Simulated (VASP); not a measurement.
Input of a VASP 6.6.1 run:

File POSCAR:

```
Al3C
1.0
    2.8227735243      0.0000000000      0.0000000000
    0.0000000000      2.8227735243      0.0000000000
    0.0000000000      0.0000000000     19.6006972839
Al C
3 1
Selective dynamics
Direct
    0.5000000000      0.5000000000      0.2040743726  F F F
    0.0000000000      0.0000000000      0.3086652018  F F F
    0.5000000000      0.5000000000      0.4132861789  F F F
    0.8333333333      0.8333333333      0.4842043076  F F T
```

File INCAR.step1:

```
SYSTEM = Al3C
  PREC = Accurate
  ENCUT = 520
  ISMEAR = 0
  SIGMA = 0.1
  LREAL = .False.
  LASPH = .True.
  NELM = 100
  LDIPOL = .True.
  IDIPOL = 3
  DIPOL = 0.5 0.5 0.353
  GGA = PE
  ALGO = Normal
  EDIFF = 1E-4
  LWAVE = .True.
  LCHARG = .False.
```

INCAR.step2

```
SYSTEM = Al3C
  PREC = Accurate
  ENCUT = 520
  EDIFF = 1E-7
  ISMEAR = 0
  SIGMA = 0.1
  LREAL = .False.
  LASPH = .True.
  NELM = 100
  ALGO = Normal
  ISIF = 2
  LWAVE = .False.
  LCHARG = .False.
  LDIPOL = .True.
  IDIPOL = 3
  DIPOL = 0.5 0.5 0.353
  METAGGA = R2SCAN
  LMIXTAU = .True.
  IBRION = 2
  NSW = 36
  EDIFFG = -0.025
  ISTART = 1
```

KPOINTS

```
regular mesh
0
Gamma
  9 9 1
  0 0 0
```

Potentials or basis: VASP PAW PBE potentials, release 64 (Al, C).

Run with:

```console
$ cat potpaw_PBE.64/Al/POTCAR potpaw_PBE.64/C/POTCAR > POTCAR
$ cp INCAR.step1 INCAR
$ mpirun -np 1 vasp_std > vasp.out
$ cp INCAR.step2 INCAR
$ mpirun -np 1 vasp_std > vasp.out
```

Problem. What does it give for the band gap on the k mesh?

Solution. Zero (an odd number of electrons rules out a gap without spin polarisation).

Problem. Predict the energy gained by relaxing.

Solution. 9.8 meV/atom.

Final structure:
```cif
data_structure
_symmetry_space_group_name_H-M 'P 1'
_symmetry_Int_Tables_number 1
_cell_length_a 2.8228
_cell_length_b 2.8228
_cell_length_c 19.6007
_cell_angle_alpha 90.000
_cell_angle_beta 90.000
_cell_angle_gamma 90.000
_cell_volume 156.18
loop_
_atom_site_label
_atom_site_type_symbol
_atom_site_fract_x
_atom_site_fract_y
_atom_site_fract_z
_atom_site_occupancy
Al1 Al 0.50000 0.50000 0.20407 1
Al2 Al 0.00000 0.00000 0.30867 1
Al3 Al 0.50000 0.50000 0.41329 1
C1 C 0.83333 0.83333 0.47850 1
```
